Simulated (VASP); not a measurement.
A run of VASP 6.6.1 is set up as follows.

The input INCAR:

```
  PREC = Accurate
  ENCUT = 520
  EDIFF = 1E-6
  ISMEAR = 0
  SIGMA = 0.01
  LREAL = False
  LASPH = True
  NELM = 80
  ALGO = Normal
  ISIF = 2
  LWAVE = False
  LCHARG = True
  GGA = PE
  LELF = True
  LVHAR = True
  NBANDS = 55
```

The input KPOINTS:

```
Automatic mesh
0
Gamma
  4 4 4
```

File POSCAR:

```
In2O3
1.0
    2.7594869740      1.5931905473      4.8689642386
   -2.7594869740      1.5931905473      4.8689642386
    0.0000000000     -3.1863810945      4.8689642386
In O
4 6
Direct
    0.3572103735      0.3572103735      0.3572103735
    0.1427896265      0.1427896265      0.1427896265
    0.6427896265      0.6427896265      0.6427896265
    0.8572103735      0.8572103735      0.8572103735
    0.5465459606      0.9534540394      0.2500000000
    0.2500000000      0.5465459606      0.9534540394
    0.9534540394      0.2500000000      0.5465459606
    0.4534540394      0.0465459606      0.7500000000
    0.7500000000      0.4534540394      0.0465459606
    0.0465459606      0.7500000000      0.4534540394
```

Potentials or basis: VASP PAW PBE potentials, release 64 (In_d, O).

Launch:

```console
$ cat potpaw_PBE.64/In_d/POTCAR potpaw_PBE.64/O/POTCAR > POTCAR
$ mpirun -np 1 vasp_std > vasp.out
```

(1) Estimate the largest force.

(2) Predict the pressure.

(3) What does it give for the band gap on the k mesh?

Results:

(1) 0.042 eV/Å.

(2) 5.5 GPa.

(3) 1.17 eV (least direct gap 1.22 eV).

Caveat: the cell stands under pressure; spin-orbit coupling is left out, which moves the levels of the heavy elements.
